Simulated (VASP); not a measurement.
A run of VASP 6.6.1:

Contents of INCAR:

```
ALGO = Normal ; EDIFF = 1E-6
ENCUT = 520 ; GGA = PE
ISIF = 2 ; ISMEAR = 0
LASPH = T ; LCHARG = F
LREAL = F ; LWAVE = F
NBANDS = 16 ; NELM = 80
PREC = Accurate ; SIGMA = 0.1
```

File KPOINTS:

```
k-points
0
Gamma
  14 14 14
```

The input POSCAR:

```
Si2Ni
1.0
    0.0000000000      2.6678362563      2.6678362563
    2.6678362563      0.0000000000      2.6678362563
    2.6678362563      2.6678362563      0.0000000000
Si Ni
2 1
Direct
    0.2500000000      0.2500000000      0.2500000000
    0.7500000000      0.7500000000      0.7500000000
    0.0000000000      0.0000000000      0.0000000000
```

Potentials or basis: VASP PAW PBE potentials, release 64 (Si, Ni).

The run is started by

```sh
$ cat potpaw_PBE.64/Si/POTCAR potpaw_PBE.64/Ni/POTCAR > POTCAR
$ mpirun -np 1 vasp_std > vasp.out
```

Hardware: 1 thread of Intel(R) Xeon(R) 6975P-C (Granite Rapids), on a shared host.

Question: Estimate the wall time of this run.

Answer: It took 28 s on 1 thread of Intel(R) Xeon(R) 6975P-C (Granite Rapids) (shared host), peak memory 0.19 GiB. Counts: scf iterations 14, k points 104.
